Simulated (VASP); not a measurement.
Here is a VASP 6.6.1 calculation.

Contents of INCAR:

```
SYSTEM = Rb
PREC = Accurate
ENCUT = 600
EDIFF = 1E-7
ISMEAR = 0
SIGMA = 0.1
LREAL = .FALSE.
LASPH = .TRUE.
NELM = 80
ALGO = Fast
ISIF = 3
LWAVE = .FALSE.
LCHARG = .FALSE.
GGA = PE
IBRION = 2
NSW = 100
EDIFFG = -0.05
```

Contents of KPOINTS:

```
regular mesh
0
G
  4 4 2
  0 0 0
```

POSCAR

```
Rb
1.0
    5.7400000000      0.0000000000      0.0000000000
    0.0000000000      4.6400000000      0.0000000000
    0.0000000000      0.0000000000     12.3800000000
Rb
4
Direct
    0.0470000000      0.2500000000      0.8930000000
    0.4530000000      0.7500000000      0.3930000000
    0.5470000000      0.2500000000      0.6070000000
    0.9530000000      0.7500000000      0.1070000000
```

Potentials or basis: VASP PAW PBE potentials, release 64 (Rb_sv).

The run is started by

```sh
$ cat potpaw_PBE.64/Rb_sv/POTCAR > POTCAR
$ mpirun -np 1 vasp_std > vasp.out
```

**Question.** What does it give for the relaxed cell?

**Answer.** a = 4.678 Å, b = 4.659 Å, c = 17.539 Å, α = 90.00°, β = 90.00°, γ = 90.00°.

**Question.** Predict the space group after relaxing (to 0.1 Å).

**Answer.** Pnma (No. 62).

**Question.** Estimate the band gap on the k mesh.

**Answer.** Zero (bands 18 and 19 overlap by 2.35 eV).

**Question.** What does it give for the relaxed volume?

**Answer.** 95.57 Å³/atom.

Forces in eV/Å, atoms in the order of the input:
```
Rb   0.014  0.000 -0.011
Rb  -0.014  0.000 -0.011
Rb   0.014  0.000  0.011
Rb  -0.014  0.000  0.011
```

Caveat: the volume moved by over 15 % at a fixed basis, so the end points are rough. Zero-point motion and thermal expansion aren't in these numbers.
